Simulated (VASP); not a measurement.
Here is a VASP 6.6.1 calculation.

Contents of INCAR:

```
PREC     = Accurate       # precision mode
ENCUT    = 520            # plane-wave cutoff, eV
EDIFF    = 1E-7           # SCF threshold, eV
ISMEAR   = -1             # smearing method
SIGMA    = 0.05           # smearing width, eV
LREAL    = F              # projectors in reciprocal space
LASPH    = T              # aspherical terms in the spheres
NELM     = 150            # most SCF steps
ALGO     = Normal         # electronic algorithm
ISIF     = 2              # what is computed and relaxed
LWAVE    = F              # write WAVECAR
LCHARG   = T              # write CHGCAR
ISPIN    = 2              # spin polarisation
MAGMOM   = 3 -3           # initial moments
LORBIT   = 11             # projections on sites
LMAXMIX  = 4              # l up to which the mixer works
GGA      = PE             # functional
LELF     = T              # ELF
LVHAR    = T            
NBANDS   = 20             # bands
```

File KPOINTS:

```
regular mesh
0
Gamma
  12 12 6
```

The input POSCAR:

```
Co
1.0
    0.0000000000      1.7993500000      1.7993500000
    1.7993500000      0.0000000000      1.7993500000
    3.5987000000      3.5987000000      0.0000000000
Co
2
Direct
    0.0000000000      0.0000000000      0.0000000000
    0.0000000000      0.0000000000      0.5000000000
```

Potentials or basis: VASP PAW PBE potentials, release 64 (Co).

Command:

```sh
$ cat potpaw_PBE.64/Co/POTCAR > POTCAR
$ mpirun -np 1 vasp_std > vasp.out
```

Problem. Predict the pressure.

Solution. -15.8 GPa.

Problem. What does it give for the band gap on the k mesh?

Solution. Zero (filled and empty bands overlap).

Problem. What does it give for the site moments?

Solution. Co +1.28, -1.28 μB.

Stress tensor (GPa, compression positive):
```
-15.76   2.08  -2.08
  2.08 -15.76  -2.08
 -2.08  -2.08 -15.76
```

Caveat: the cell stands under tension.
